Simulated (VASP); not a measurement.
Input of a VASP 6.6.1 run:

File INCAR:

```
  PREC = Accurate
  ENCUT = 520
  EDIFF = 1E-7
  ISMEAR = 0
  SIGMA = 0.02
  LREAL = F
  LASPH = T
  NELM = 80
  ALGO = Normal
  ISIF = 2
  LWAVE = F
  LCHARG = F
  GGA = PS
  NBANDS = 28
```

KPOINTS

```
Automatic mesh
0
Gamma
  8 8 6
```

POSCAR

```
PbO
1.0
    3.9783190305      0.0000000000      0.0000000000
    0.0000000000      3.9783190305      0.0000000000
    0.0000000000      0.0000000000      4.9502348255
Pb O
2 2
Direct
    0.0000000000      0.5000000000      0.2392578202
    0.5000000000      0.0000000000      0.7607421798
    0.0000000000      0.0000000000      0.0000000000
    0.5000000000      0.5000000000      0.0000000000
```

Potentials or basis: VASP PAW PBE potentials, release 64 (Pb_d, O).

Command:

```console
$ cat potpaw_PBE.64/Pb_d/POTCAR potpaw_PBE.64/O/POTCAR > POTCAR
$ mpirun -np 1 vasp_std > vasp.out
```

(1) Predict the band gap on the k mesh.

(2) Predict the largest force.

(3) What does it give for the pressure?

## Answers

(1) 1.11 eV, indirect (least direct gap 2.16 eV).

(2) 0.046 eV/Å.

(3) 0.8 GPa.

Caveat: the PAW data sets were made with another functional, which shifts forces and pressure a little; spin-orbit coupling is left out, which moves the levels of the heavy elements.
